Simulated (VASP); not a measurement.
Input of a VASP 6.6.1 run:

INCAR

```
ALGO = Normal
EDIFF = 1E-6
ENCUT = 520
GGA = PE
ISIF = 2
ISMEAR = -1
LASPH = T
LCHARG = F
LREAL = F
LWAVE = F
NBANDS = 18
NELM = 100
PREC = Accurate
SIGMA = 0.08
```

KPOINTS

```
k-points
0
Gamma
  9 9 7
```

File POSCAR:

```
Si2Mo
1.0
    4.2089319041      0.0000000000      0.0000000000
   -2.1044659521      3.6450419518      0.0000000000
    0.0000000000      0.0000000000      2.5704117809
Mo Si
1 2
Direct
    0.0000000000      0.0000000000      0.0000000000
    0.3333333333      0.6666666667      0.5000000000
    0.6666666667      0.3333333333      0.5000000000
```

Potentials or basis: VASP PAW PBE potentials, release 64 (Mo_sv, Si).

Launch:

```console
$ cat potpaw_PBE.64/Mo_sv/POTCAR potpaw_PBE.64/Si/POTCAR > POTCAR
$ mpirun -np 1 vasp_std > vasp.out
```

Task: Estimate the pressure.

Result: 12.3 GPa.

Task: What does it give for the band gap on the k mesh?

Result: Zero (bands 11 and 12 overlap by 1.94 eV).

Stress tensor (GPa, compression positive):
```
12.27  0.00  0.00
 0.00 12.27  0.00
 0.00  0.00 12.42
```

Caveat: the cell stands under pressure.
